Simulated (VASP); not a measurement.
A run of VASP 6.6.1 is set up as follows.

Contents of INCAR:

```
SYSTEM = Nd3Au
PREC = Accurate
ENCUT = 500
EDIFF = 1E-6
ISMEAR = 0
SIGMA = 0.1
LREAL = .FALSE.
LASPH = .TRUE.
NELM = 200
ALGO = Normal
ISIF = 2
LWAVE = .FALSE.
LCHARG = .FALSE.
GGA = PE
NBANDS = 30
GGA_COMPAT = .FALSE.
LMAXMIX = 6
```

Contents of KPOINTS:

```
Automatic mesh
0
G
  4 4 4
  0 0 0
```

POSCAR

```
Nd3Au
1.0
   -3.0091389400      3.0091389400      3.0091389400
    3.0091389400     -3.0091389400      3.0091389400
    3.0091389400      3.0091389400     -3.0091389400
Nd Au
3 1
Direct
    0.0000000000      0.5000000000      0.5000000000
    0.5000000000      0.0000000000      0.5000000000
    0.5000000000      0.5000000000      0.0000000000
    0.0000000000      0.0000000000      0.0000000000
```

Potentials or basis: VASP PAW PBE potentials, release 64 (Nd_3, Au), 4f in core.

Command:

```sh
$ cat potpaw_PBE.64/Nd_3/POTCAR potpaw_PBE.64/Au/POTCAR > POTCAR
$ mpirun -np 1 vasp_std > vasp.out
```

(1) Estimate the pressure.

(2) What does it give for the band gap on the k mesh?

Results:

(1) 7.5 GPa.

(2) zero (bands 22 and 23 overlap by 1.99 eV).

Caveat: the k points lie up to 0.37 Å⁻¹ apart, too coarse for converged energies and pressures of a metal; spin-orbit coupling is left out, which moves the levels of the heavy elements; the 4f electrons are frozen in the core, so they carry no moment and show no levels.
